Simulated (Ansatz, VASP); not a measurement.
## W in VASP and in Ansatz

```
W
1.0
    -1.59192    1.59192    1.59192
     1.59192   -1.59192    1.59192
     1.59192    1.59192   -1.59192
W
1
Direct
  0.00000 0.00000 0.00000
```

Alike in both runs: functional PBE; k mesh 24 × 24 × 24; occupations gaussian, width 0.1 eV; no spin polarisation.

Ansatz relaxed the structure, and its values are those at the end. VASP's run is a single point on that final structure, the one shown.

```csv
,VASP,Ansatz
version,VASP 6.6.1,Ansatz 0.2.0
potentials or method,"VASP PAW PBE potentials, release 64 (W_sv), cutoff 520 eV","scalar-relativistic, plane waves, PAW"
valence electrons in the cell,14,14
```

|  | VASP | Ansatz | Ansatz less VASP |
| --- | --- | --- | --- |
| gap on the k mesh at the Fermi level (eV) | none | none | - |
| pressure (GPa) | 0.5 | 0.0 | -0.50 |

A gap of «none» marks a metal or a gap that the smearing closes.

Neither program's run includes spin-orbit coupling.
